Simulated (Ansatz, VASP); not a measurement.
Tc: VASP beside Ansatz

Contents of INCAR:

```
SYSTEM = Tc
  PREC = Accurate
  ENCUT = 520
  EDIFF = 1E-8
  ISMEAR = -1
  SIGMA = 0.08
  LREAL = .False.
  LASPH = .True.
  NELM = 100
  ALGO = Normal
  ISIF = 2
  LWAVE = .False.
  LCHARG = .False.
  LEFG = .True.
  NBANDS = 20
```

Contents of KPOINTS:

```
regular mesh
0
Gamma
  17 17 9
  0 0 0
```

POSCAR

```
Tc
1.0
    2.7400001704      0.0000000000      0.0000000000
   -1.3700000852      2.3729097540      0.0000000000
    0.0000000000      0.0000000000      4.3540200000
Tc
2
Direct
    0.3333333333      0.6666666667      0.2500000000
    0.6666666667      0.3333333333      0.7500000000
```

Input for Ansatz:

```yaml
crystal:
  lattice:
    - [2.7400001704, 0.0, 0.0]
    - [-1.3700000852, 2.372909754, 0.0]
    - [0.0, 0.0, 4.35402]
  atoms:
    - { symbol: Tc, position: [0.3333333333, 0.6666666667, 0.25] }
    - { symbol: Tc, position: [0.6666666667, 0.3333333333, 0.75] }
kpoints:
  mp_grid: { grid: [17, 17, 9] }
scf:
  occupations: { method: fermi_dirac, width: 0.08 }
hamiltonian:
  xc: lda
  pseudopotentials: { kind: paw }
output:
  forces: true
  stress: true
  eigenvalues: true
  efg: { contact_densities: true }
  write_density: true
  write_potential: true
  elf: true
  volumetric_format: npy
```

Change from the starting cell: zz strain of -1 %, PAW files.

Alike in both runs: task electric field gradients; functional LDA; k mesh 17 × 17 × 9; occupations fermi-dirac, width 0.08 eV; no spin polarisation.

|  | VASP | Ansatz |
| --- | --- | --- |
| version | VASP 6.6.1 | Ansatz 0.2.0 |
| potentials or method | VASP PAW LDA potentials, release 64 (Tc_pv) | PAW with Ansatz's default frozen-core files, scalar-relativistic |
| plane-wave cutoff (eV) | 520 | 500 |
| valence electrons in the cell | 26 | 30 |

VASP gave:

```
pressure (GPa)                                                : -8.6
traceless stress, the component that is largest in VASP (GPa) : 1.17
size of Vzz on the site where it differs most (V/Å²)          : 20.2
```

**Question.** What did Ansatz give for the same quantities?

**Answer.** Pressure (GPa): -8.7; traceless stress, the component that is largest in VASP (GPa): 1.19; size of Vzz on the site where it differs most (V/Å²): 20.7.

LDA's correlation is that of Perdew and Zunger in VASP and of Perdew and Wang (1992) in Ansatz. VASP's potentials hold 26 valence electrons a cell and Ansatz's 30, so a difference there can come from the potentials and not from the codes.
